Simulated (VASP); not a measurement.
A run of VASP 6.6.1:

File INCAR:

```
SYSTEM = Li3TaO4
  PREC = Accurate
  ENCUT = 520
  EDIFF = 1E-6
  ISMEAR = 0
  SIGMA = 0.05
  LREAL = .FALSE.
  LASPH = .TRUE.
  NELM = 80
  ALGO = Normal
  ISIF = 2
  LWAVE = .FALSE.
  LCHARG = .FALSE.
  GGA = PS
  NBANDS = 32
```

KPOINTS

```
regular mesh
0
G
  10 10 10
  0 0 0
```

Contents of POSCAR:

```
Li3TaO4
1.0
   -2.0422644308      2.0422644308      4.2529592940
    2.0422644308     -2.0422644308      4.2529592940
    2.0422644308      2.0422644308     -4.2529592940
Li Ta O
3 1 4
Direct
    0.4847165243      0.4847165243      0.0000000000
    0.2487091630      0.7487091630      0.5000000000
    0.7487091630      0.2487091630      0.5000000000
    0.0003760405      0.0003760405      0.0000000000
    0.0001908664      0.5001908664      0.5000000000
    0.7758167083      0.7758167083      0.0000000000
    0.5001908664      0.0001908664      0.5000000000
    0.2272980529      0.2272980529      0.0000000000
```

Potentials or basis: VASP PAW PBE potentials, release 64 (Li_sv, Ta_pv, O).

Command:

```console
$ cat potpaw_PBE.64/Li_sv/POTCAR potpaw_PBE.64/Ta_pv/POTCAR potpaw_PBE.64/O/POTCAR > POTCAR
$ mpirun -np 1 vasp_std > vasp.out
```

Hardware: 1 thread of Intel(R) Xeon(R) 6975P-C (Granite Rapids), on a shared host.

Task: Estimate the wall time of this run.

Result: It took 3.9 min on 1 thread of Intel(R) Xeon(R) 6975P-C (Granite Rapids), with other jobs on the host, peak memory 0.37 GiB. Counts: scf iterations 14, k points 102.
